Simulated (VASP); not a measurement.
Input of a VASP 6.6.1 run:

The input INCAR:

```
PREC = Accurate ; ENCUT = 520
EDIFF = 1E-7 ; ISMEAR = 0
SIGMA = 0.1 ; LREAL = False
LASPH = True ; NELM = 100
ALGO = Normal ; ISIF = 2
LWAVE = False ; LCHARG = False
GGA = PE ; NBANDS = 13
```

Contents of KPOINTS:

```
regular mesh
0
Gamma
  12 12 12
```

POSCAR

```
Se
1.0
    0.0000000000      3.1271606090      3.1271606090
    3.1271606090      0.0000000000      3.1271606090
    3.1271606090      3.1271606090      0.0000000000
Se
2
Direct
    0.5000000000      0.5000000000      0.5000000000
    0.7500000000      0.7500000000      0.7500000000
```

Potentials or basis: VASP PAW PBE potentials, release 64 (Se).

Command:

```bash
$ cat potpaw_PBE.64/Se/POTCAR > POTCAR
$ mpirun -np 1 vasp_std > vasp.out
```

Question: What does it give for the band gap on the k mesh?

Answer: Zero (band 6 reaches 2.63 eV, above the bottom of band 7 at 1.54 eV).

Question: Estimate the pressure.

Answer: 1.6 GPa.

Caveat: the cell differs from its parent crystal (strained).
